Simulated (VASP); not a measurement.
# BP2 in VASP: notebook

Runs on BP2. Level: PBE. Tasks: single point.

All numbers are computed with VASP 6.6.1; they aren't measurements. Logs are shortened: lines on timing, memory, paths and dates and some standing lists are left out, and cuts for length are marked.

## (1) The cell of the first run

It takes space group P3m1 (No. 156, trigonal). The conventional cell has a = 3.319 Å, b = 3.319 Å, c = 9.435 Å, α = 90.00°, β = 90.00°, γ = 120.00°. Within 2.7 Å of B (site symmetry 3m) lie 4 P at 2.00 to 2.02 Å. Within 2.7 Å of B (site symmetry 3m) lie 4 P at 2.01 to 2.02 Å. P (site symmetry 3m) has 1 B at 2.00 Å and 3 P at 2.26 Å within 2.7 Å. P (site symmetry 3m) has 4 B at 2.02 Å within 2.7 Å. P (site symmetry 3m) has 3 B at 2.01 Å within 2.7 Å. P (site symmetry 3m) has 3 P at 2.26 Å within 3.0 Å.

## (2) Single point, PBE (15.00 Å³/atom)

INCAR reads:

```
PREC = Accurate
ENCUT = 520
EDIFF = 1E-6
ISMEAR = 0
SIGMA = 0.1
LREAL = False
LASPH = True
NELM = 60
ALGO = Normal
ISIF = 2
LWAVE = False
LCHARG = True
GGA = PE
LELF = True
LVHAR = True
NBANDS = 22
```

KPOINTS reads:

```
Automatic mesh
0
Gamma
  12 12 4
```

POSCAR reads:

```
BP2
1.0
    3.3186436691      0.0000000000      0.0000000000
   -1.6593218346      2.8740297236      0.0000000000
    0.0000000000      0.0000000000      9.4345332959
B P
2 4
Direct
    0.0000000000      0.0000000000      0.3357175583
    0.6666666667      0.3333333333      0.0533299627
    0.0000000000      0.0000000000      0.5480257693
    0.6666666667      0.3333333333      0.2673532374
    0.3333333333      0.6666666667      0.9881282908
    0.6666666667      0.3333333333      0.6744451811
```

Potentials or basis: VASP PAW PBE potentials, release 64 (B, P).

Launch:

```bash
cat potpaw_PBE.64/B/POTCAR potpaw_PBE.64/P/POTCAR > POTCAR
mpirun -np 1 vasp_std > vasp.out
```

OUTCAR:

```text
PREC = Accurate
   ENCUT = 520
   EDIFF = 1E-6
   ISMEAR = 0
   LREAL = False
   LASPH = True
   NELM = 60
   ISIF = 2
   GGA = PE

 ion  position               nearest neighbor table
   1  0.000  0.000  0.336-   3 2.00   4 2.02   4 2.02   4 2.02
   2  0.667  0.333  0.053-   5 2.01   5 2.01   5 2.01   4 2.02
   3  0.000  0.000  0.548-   1 2.00   6 2.26   6 2.26   6 2.26
   4  0.667  0.333  0.267-   2 2.02   1 2.02   1 2.02   1 2.02
   5  0.333  0.667  0.988-   2 2.01   2 2.01   2 2.01
   6  0.667  0.333  0.674-   3 2.26   3 2.26   3 2.26

  LATTYP: Found a hexagonal cell.
 ALAT       =     3.3186436691
 C/A-ratio  =     2.8428883112

  Lattice vectors:

 A1 = (   3.3186436691,   0.0000000000,   0.0000000000)
 A2 = (  -1.6593218346,   2.8740297236,   0.0000000000)
 A3 = (   0.0000000000,   0.0000000000,   9.4345332959)

Analysis of symmetry for initial positions (statically):
=====================================================================
 Subroutine PRICEL returns:
 Original cell was already a primitive cell.

 Routine SETGRP: Setting up the symmetry group for a
 hexagonal supercell.

 Subroutine GETGRP returns: Found  6 space group operations
 (whereof  6 operations were pure point group operations)
 out of a pool of 24 trial point group operations.

The static configuration has the point symmetry C_3v.

Analysis of symmetry for dynamics (positions and initial velocities):
=====================================================================
 Subroutine PRICEL returns:
 Original cell was already a primitive cell.

 Routine SETGRP: Setting up the symmetry group for a
 hexagonal supercell.

 Subroutine GETGRP returns: Found  6 space group operations
 (whereof  6 operations were pure point group operations)
 out of a pool of 24 trial point group operations.

The dynamic configuration has the point symmetry C_3v.

 Subroutine INISYM returns: Found  6 space group operations
 (whereof  6 operations are pure point group operations),
 and found     1 'primitive' translations

----------------------------------------------------------------------------------------

                                     Primitive cell

  volume of cell :      89.9855

  direct lattice vectors                    reciprocal lattice vectors
     3.318643669  0.000000000  0.000000000     0.301327922  0.173971757  0.000000000
    -1.659321835  2.874029724  0.000000000     0.000000000  0.347943514  0.000000000
     0.000000000  0.000000000  9.434533296     0.000000000  0.000000000  0.105993584

  length of vectors
     3.318643669  3.318643669  9.434533296     0.347943514  0.347943514  0.105993584

  position of ions in fractional coordinates (direct lattice)
     0.000000000  0.000000000  0.335717558
     0.666666667  0.333333333  0.053329963
     0.000000000  0.000000000  0.548025769
     0.666666667  0.333333333  0.267353237
     0.333333333  0.666666667  0.988128291
     0.666666667  0.333333333  0.674445181

  ion indices of the primitive-cell ions
   primitive index   ion index
                 1           1
                 2           2
                 3           3
                 4           4
                 5           5
                 6           6

----------------------------------------------------------------------------------------

 KPOINTS: Automatic mesh

Automatic generation of k-mesh.
 Grid dimensions read from file:
 generate k-points for:   12   12    4

 Generating k-lattice:

  Cartesian coordinates                     Fractional coordinates (reciprocal lattice)
     0.025110660  0.014497646  0.000000000     0.083333333  0.000000000  0.000000000
     0.000000000  0.028995293  0.000000000     0.000000000  0.083333333  0.000000000
     0.000000000  0.000000000  0.026498396     0.000000000  0.000000000  0.250000000

  Length of vectors
     0.028995293  0.028995293  0.026498396

  Shift w.r.t. Gamma in fractional coordinates (k-lattice)
     0.000000000  0.000000000  0.000000000

 Subroutine IBZKPT returns following result:
 ===========================================

 Found     69 irreducible k-points:

 Following reciprocal coordinates:
            Coordinates               Weight
  0.000000  0.000000  0.000000      1.000000
  0.083333  0.000000  0.000000      6.000000
  0.166667  0.000000  0.000000      6.000000
  0.250000  0.000000  0.000000      6.000000
  0.333333  0.000000  0.000000      6.000000
  0.416667  0.000000  0.000000      6.000000
[... 16 lines left out ...]
  0.166667  0.000000  0.250000      6.000000
  0.000000  0.166667  0.250000      6.000000
 [... further k-points ...]
   k-points           NKPTS =     69   k-points in BZ     NKDIM =     69   number of bands    NBANDS=     22
   number of dos      NEDOS =    301   number of ions     NIONS =      6
   total plane-waves  NPLWV =  54880
   dimension x,y,z NGX =    28 NGY =   28 NGZ =   70
   dimension x,y,z NGXF=    56 NGYF=   56 NGZF=  140
   ions per type =               2   4
[... 81 lines left out ...]
      6       3.0878      2.00000
[... 14 lines left out ...]
     21      11.6167      0.00000
     22      11.6453      0.00000

 k-point     3 :       0.1667    0.0000    0.0000
  band No.  band energies     occupation
      1      -9.2849      2.00000
      2      -7.3535      2.00000
      3      -5.6309      2.00000
      4      -2.4166      2.00000
      5       0.2808      2.00000
      6       1.6489      2.00000
[... 14 lines left out ...]
     21      12.1577      0.00000
     22      12.3555      0.00000

 k-point     4 :       0.2500    0.0000    0.0000
  band No.  band energies     occupation
      1      -8.7632      2.00000
      2      -6.8665      2.00000
      3      -5.1562      2.00000
      4      -2.4198      2.00000
      5      -0.0467      2.00000
      6       0.7713      2.00000
[... 14 lines left out ...]
     21      12.6462      0.00000
     22      13.2572      0.00000

 k-point     5 :       0.3333    0.0000    0.0000
  band No.  band energies     occupation
      1      -8.0631      2.00000
      2      -6.2228      2.00000
      3      -4.5499      2.00000
      4      -3.0172      2.00000
      5      -0.8782      2.00000
      6       0.0544      2.00000
[... 14 lines left out ...]
     21      12.4702      0.00000
     22      13.2947      0.00000

 k-point     6 :       0.4167    0.0000    0.0000
  band No.  band energies     occupation
      1      -7.2659      2.00000
      2      -5.5204      2.00000
      3      -4.2632      2.00000
      4      -3.7090      2.00000
      5      -1.7412      2.00000
      6      -0.6823      2.00000
[... 14 lines left out ...]
     21      12.5868      0.00000
     22      12.8082      0.00000

 k-point     7 :       0.5000    0.0000    0.0000
  band No.  band energies     occupation
      1      -6.7759      2.00000
      2      -5.1403      2.00000
      3      -4.7508      2.00000
      4      -3.5719      2.00000
      5      -2.0103      2.00000
      6      -1.2757      2.00000
[... 324 lines left out ...]
      6       3.3880      2.00000
[... 14 lines left out ...]
     21      11.2374      0.00000
     22      11.2374      0.00000

 k-point    21 :       0.0833    0.0000    0.2500
  band No.  band energies     occupation
      1      -9.6001      2.00000
      2      -7.6876      2.00000
      3      -5.8348      2.00000
      4      -2.7824      2.00000
      5       0.5901      2.00000
      6       3.0447      2.00000
[... 14 lines left out ...]
     21      11.5192      0.00000
     22      11.6335      0.00000

 k-point    22 :       0.0000    0.0833    0.2500
  band No.  band energies     occupation
      1      -9.6001      2.00000
      2      -7.6876      2.00000
      3      -5.8348      2.00000
      4      -2.7825      2.00000
      5       0.5910      2.00000
      6       3.0535      2.00000
[... 14 lines left out ...]
     21      11.5987      0.00000
     22      11.6523      0.00000

 k-point    23 :       0.1667    0.0000    0.2500
  band No.  band energies     occupation
      1      -9.2811      2.00000
      2      -7.3873      2.00000
      3      -5.5416      2.00000
      4      -2.6271      2.00000
      5       0.6396      2.00000
      6       1.7091      2.00000
[... 14 lines left out ...]
     21      12.0822      0.00000
     22      12.6118      0.00000

 k-point    24 :       0.0000    0.1667    0.2500
  band No.  band energies     occupation
      1      -9.2811      2.00000
      2      -7.3873      2.00000
      3      -5.5415      2.00000
      4      -2.6280      2.00000
      5       0.6600      2.00000
      6       1.6871      2.00000
[... 14 lines left out ...]
     21      11.9858      0.00000
     22      12.3246      0.00000

 [... further k-points ...]

------------------------ aborting loop because EDIFF is reached ----------------------------------------

  FORCE on cell =-STRESS in cart. coord.  units (eV):
  Direction    XX          YY          ZZ          XY          YZ          ZX
  --------------------------------------------------------------------------------------
  -------------------------------------------------------------------------------------
  Total       -3.3446149     -3.3446149     -3.2837768      0.0000000      0.0000000     -0.0000000
  in kB      -59.5503615    -59.5503615    -58.4671479      0.0000000      0.0000000     -0.0000000
  external PRESSURE =     -59.1892903 kB  Pullay stress =       0.0000000 kB

 VOLUME and BASIS-vectors are now :
 -----------------------------------------------------------------------------
  energy-cutoff  :      520.00
  volume of cell :       89.99
      direct lattice vectors                 reciprocal lattice vectors
     3.318643669  0.000000000  0.000000000     0.301327922  0.173971757  0.000000000
    -1.659321835  2.874029724  0.000000000     0.000000000  0.347943514  0.000000000
     0.000000000  0.000000000  9.434533296     0.000000000  0.000000000  0.105993584

 POSITION                                       TOTAL-FORCE (eV/Angst)
 -----------------------------------------------------------------------------------
      0.00000      0.00000      3.16734        -0.000000      0.000000     -0.002580
      1.65932      0.95801      0.50314         0.000000      0.000000     -0.005710
      0.00000      0.00000      5.17037         0.000000      0.000000      0.050337
      1.65932      0.95801      2.52235         0.000000     -0.000000      0.003709
     -0.00000      1.91602      9.32253        -0.000000      0.000000      0.009567
      1.65932      0.95801      6.36308        -0.000000     -0.000000     -0.055322
 -----------------------------------------------------------------------------------
    total drift:                               -0.000000      0.000000     -0.000256

  FREE ENERGIE OF THE ION-ELECTRON SYSTEM (eV)
  ---------------------------------------------------
  free  energy   TOTEN  =       -35.3571455100 eV

  energy  without entropy=      -35.3540427456  energy(sigma->0) =      -35.35559413
```

Wall time 88 s (1 thread of AMD EPYC 9R45 (Zen 5), shared host); peak memory 0.24 GiB.

Results:

```yaml
Free_energy: -35.3571 eV
Pressure: -5.9 GPa
Largest_force: 0.055 eV/Å
Band_gap_on_the_k_mesh: zero (bands 13 and 14 overlap by 1.19 eV)
```

Forces in eV/Å, atoms in the order of the input:
```
B    0.000  0.000 -0.003
B    0.000  0.000 -0.006
P    0.000  0.000  0.050
P    0.000  0.000  0.004
P    0.000  0.000  0.010
P    0.000  0.000 -0.055
```

Caveat: the cell stands under tension; this functional lacks dispersion, which binds the layers, so the pressure and a relaxed spacing across them are unreliable.

## (3) Single point, PBE

This run uses another cell than the first one: it holds 12 atoms, not 6.

INCAR reads:

```
SYSTEM = BP2
PREC = Accurate
ENCUT = 520
EDIFF = 1E-7
ISMEAR = 0
SIGMA = 0.2
LREAL = .False.
LASPH = .True.
NELM = 60
ALGO = Normal
ISIF = 2
LWAVE = .False.
LCHARG = .False.
GGA = PE
NBANDS = 38
```

KPOINTS reads:

```
Automatic mesh
0
Gamma
  6 6 2
  0 0 0
```

POSCAR reads:

```
BP2
1.0
    3.2634810981      0.0000000000      0.0000000000
   -1.6317405491      2.8262575357      0.0000000000
    0.0000000000      0.0000000000     17.7384952514
B P
4 8
Direct
    1.0000000000      0.0000000000      0.1684879357
    0.0000000000      0.0000000000      0.6684879357
    0.6666666667      0.3333333333      0.0209766662
    0.6666666667      0.3333333333      0.5209766662
    0.0000000000      0.0000000000      0.2798690074
    1.0000000000      1.0000000000      0.7798690074
    0.6666666667      0.3333333333      0.1324440572
    0.6666666667      0.3333333333      0.6324440572
    0.3333333333      0.6666666667      0.4846863464
    0.3333333333      0.6666666667      0.9846863464
    0.6666666667      0.3333333333      0.3470359871
    0.6666666667      0.3333333333      0.8470359871
```

Potentials or basis: VASP PAW PBE potentials, release 64 (B, P).

Launch:

```bash
cat potpaw_PBE.64/B/POTCAR potpaw_PBE.64/P/POTCAR > POTCAR
mpirun -np 1 vasp_std > vasp.out
```

Wall time 70 s (1 thread of AMD EPYC 9R45 (Zen 5), shared host); peak memory 0.25 GiB.

It converged, with:

```
Free energy            : -71.0565 eV
Pressure               : -0.1 GPa
Largest force          : 0.127 eV/Å
Band gap on the k mesh : zero (bands 26 and 27 overlap by 1.67 eV)
```

Forces in eV/Å, atoms in the order of the input:
```
B    0.000  0.000  0.023
B    0.000  0.000  0.023
B    0.000  0.000 -0.001
B    0.000  0.000 -0.001
P    0.000  0.000  0.078
P    0.000  0.000  0.078
P    0.000  0.000  0.009
P    0.000  0.000  0.009
P    0.000  0.000  0.018
P    0.000  0.000  0.018
P    0.000  0.000 -0.127
P    0.000  0.000 -0.127
```

Stress tensor (GPa, compression positive):
```
 0.18  0.00  0.00
 0.00  0.18  0.00
 0.00  0.00 -0.81
```

Levels at points of the mesh, in eV from the Fermi level:
```csv
k point,band 22,band 23,band 24,band 25,band 26,band 27,band 28,band 29,band 30,band 31
"(0.00, 0.00, 0.00)",-0.98,-0.84,-0.84,-0.20,1.52,1.60,1.60,1.66,1.74,1.78
"(0.50, 0.00, 0.00)",-2.89,-2.85,-2.65,-2.50,-1.56,-0.15,-0.03,0.75,1.52,1.57
"(0.00, 0.00, 0.50)",-0.91,-0.91,-0.91,0.73,0.73,1.69,1.69,1.69,1.69,1.73
"(0.50, 0.00, 0.50)",-3.38,-2.75,-2.75,-2.04,-2.04,-0.06,-0.06,1.21,1.21,1.64
```

Caveat: the k points lie up to 0.37 Å⁻¹ apart, too coarse for converged energies and pressures of a metal.

## (4) Single point, PBE

This run uses another cell than the first one, of 13.63 Å³/atom.

INCAR reads:

```
SYSTEM = BP2
  ALGO = Normal
  EDIFF = 1E-6
  ENCUT = 520
  GGA = PE
  ISIF = 2
  ISMEAR = 0
  LASPH = .True.
  LCHARG = .False.
  LREAL = .False.
  LWAVE = .False.
  NBANDS = 22
  NELM = 60
  PREC = Accurate
  SIGMA = 0.1
```

KPOINTS reads:

```
k-points
0
Gamma
  12 12 4
  0 0 0
```

POSCAR reads:

```
BP2
1.0
    3.2634810981      0.0000000000      0.0000000000
   -1.6317405491      2.8262575357      0.0000000000
    0.0000000000      0.0000000000      8.8692476257
B P
2 4
Direct
    0.0000000000      0.0000000000      0.3369758714
    0.6666666667      0.3333333333      0.0419533324
    0.0000000000      0.0000000000      0.5597380148
    0.6666666667      0.3333333333      0.2648881145
    0.3333333333      0.6666666667      0.9693726927
    0.6666666667      0.3333333333      0.6940719741
```

Launch:

```bash
cat potpaw_PBE.64/B/POTCAR potpaw_PBE.64/P/POTCAR > POTCAR
mpirun -np 1 vasp_std > vasp.out
```

Run time: 69 s. Hardware: 1 thread of AMD EPYC 9R45 (Zen 5), shared host; peak memory 0.21 GiB.

Results (log left out):

- Free energy: -35.5432 eV
- Pressure: -0.3 GPa
- Largest force: 0.066 eV/Å
- Band gap on the k mesh: zero (bands 13 and 14 overlap by 1.69 eV)

Forces on the atoms (eV/Å):
```
B    0.000  0.000 -0.004
B    0.000  0.000  0.000
P    0.000  0.000  0.053
P    0.000  0.000  0.002
P    0.000  0.000  0.015
P    0.000  0.000 -0.066
```

Levels at points of the mesh, in eV from the Fermi level:
| k point | band 11 | band 12 | band 13 | band 14 | band 15 | band 16 |
| --- | --- | --- | --- | --- | --- | --- |
| (0.00, 0.00, 0.00) | -1.17 | -1.17 | -0.39 | 1.52 | 1.56 | 1.56 |
| (0.50, 0.00, 0.00) | -4.02 | -3.04 | -2.69 | -0.24 | 1.37 | 1.84 |
| (0.00, 0.00, 0.50) | -1.03 | -1.03 | 1.33 | 1.39 | 1.39 | 1.45 |
| (0.50, 0.00, 0.50) | -3.09 | -2.84 | -1.75 | -0.36 | 0.54 | 1.33 |

## (5) Single point, PBE

This run uses another cell than the first one: it holds 12 atoms, not 6.

INCAR reads:

```
SYSTEM = BP2
PREC = Accurate
ENCUT = 520
EDIFF = 1E-7
ISMEAR = 0
SIGMA = 0.2
LREAL = .False.
LASPH = .True.
NELM = 100
ALGO = Normal
ISIF = 2
LWAVE = .False.
LCHARG = .False.
GGA = PE
NBANDS = 38
```

KPOINTS reads:

```
Automatic mesh
0
Gamma
  6 6 2
  0 0 0
```

POSCAR reads:

```
BP2
1.0
    3.2684872214     -0.0002223947     -0.0000446059
   -1.6344361222      2.8309695120     -0.0000770995
   -0.0007689606      0.0006118332     17.6725030855
B P
4 8
Direct
    1.0000007459      0.0000011308      0.1686211334
    0.0000425062      0.0000024569      0.6686129867
    0.6665552759      0.3331412813      0.0208261076
    0.6666077771      0.3331322967      0.5208177657
   -0.0000165941      0.0001918781      0.2801245136
    1.0000574779      1.0001296325      0.7801158253
    0.6666702849      0.3333239474      0.1325707753
    0.6667174563      0.3333242889      0.6325633536
    0.3332918514      0.6664718480      0.4844798475
    0.3332402774      0.6664910893      0.9844887305
    0.6667094295      0.3336005471      0.3468943675
    0.6667901784      0.3335229361      0.8468845930
```

Launch:

```bash
cat potpaw_PBE.64/B/POTCAR potpaw_PBE.64/P/POTCAR > POTCAR
mpirun -np 1 vasp_std > vasp.out
```

It took 2.9 min on 1 thread of AMD EPYC 9R45 (Zen 5), shared host; peak memory 0.33 GiB.

It converged, with:

| Item | Value |
| --- | --- |
| Free energy | -71.0592 eV |
| Pressure | -0.2 GPa |
| Largest force | 0.045 eV/Å |
| Band gap on the k mesh | zero (bands 26 and 27 overlap by 1.70 eV) |

Forces on the atoms (eV/Å):
```
B    0.000  0.000  0.009
B    0.000 -0.001  0.009
B    0.000  0.001 -0.002
B    0.000  0.001 -0.001
P    0.000  0.000  0.028
P    0.000  0.000  0.028
P    0.000  0.000 -0.009
P    0.000  0.000 -0.009
P   -0.001  0.001  0.018
P    0.000  0.001  0.018
P    0.001 -0.001 -0.045
P    0.001 -0.001 -0.044
```

Levels at points of the mesh, in eV from the Fermi level:
```csv
k point,band 23,band 24,band 25,band 26,band 27,band 28,band 29,band 30
"(0.00, 0.00, 0.00)",-0.86,-0.86,-0.14,1.53,1.58,1.58,1.61,1.67
"(0.50, 0.00, 0.00)",-2.85,-2.66,-2.50,-1.56,-0.16,-0.05,0.80,1.50
"(0.00, 0.50, 0.00)",-2.85,-2.65,-2.49,-1.56,-0.16,-0.05,0.80,1.50
"(0.50, 0.50, 0.00)",-2.85,-2.65,-2.50,-1.56,-0.16,-0.05,0.80,1.50
"(0.00, 0.00, 0.50)",-0.93,-0.93,0.78,0.78,1.66,1.66,1.66,1.66
"(0.50, 0.00, 0.50)",-2.75,-2.75,-2.03,-2.03,-0.08,-0.08,1.26,1.26
"(0.00, 0.50, 0.50)",-2.75,-2.75,-2.03,-2.03,-0.08,-0.08,1.26,1.26
"(0.50, 0.50, 0.50)",-2.75,-2.75,-2.03,-2.03,-0.08,-0.08,1.26,1.26
```

Caveat: the k points lie up to 0.37 Å⁻¹ apart, too coarse for converged energies and pressures of a metal.

## (6) Overview

```tsv
cell	k mesh	smearing	gap on the mesh (eV)	pressure (GPa)	largest force (eV/Å)
a = 3.319, b = 3.319, c = 9.435 Å, angles 90.0, 90.0, 120.0°, 6 atoms, atomic positions A	12 × 12 × 4	gaussian 0.1 eV	none	-5.9	0.06
a = 3.263, b = 3.263, c = 17.738 Å, angles 90.0, 90.0, 120.0°, 12 atoms, atomic positions B	6 × 6 × 2	gaussian 0.2 eV	none	-0.1	0.13
a = 3.263, b = 3.263, c = 8.869 Å, angles 90.0, 90.0, 120.0°, 6 atoms, atomic positions C	12 × 12 × 4	gaussian 0.1 eV	none	-0.3	0.07
a = 3.268, b = 3.269, c = 17.673 Å, angles 90.0, 90.0, 120.0°, 12 atoms, atomic positions B	6 × 6 × 2	gaussian 0.2 eV	none	-0.2	0.04
```

Alike in all rows: task single point; level PBE; potentials or basis VASP PAW PBE potentials, release 64 (B, P); no spin polarisation; cutoff (eV) 520.

Caveats: some runs use coarse meshes; the cell stands under tension (at least some runs); this functional lacks dispersion, which binds the layers, so the pressure and a relaxed spacing across them are unreliable (at least some runs).

Absolute energies hang on the potentials; compare differences alone.
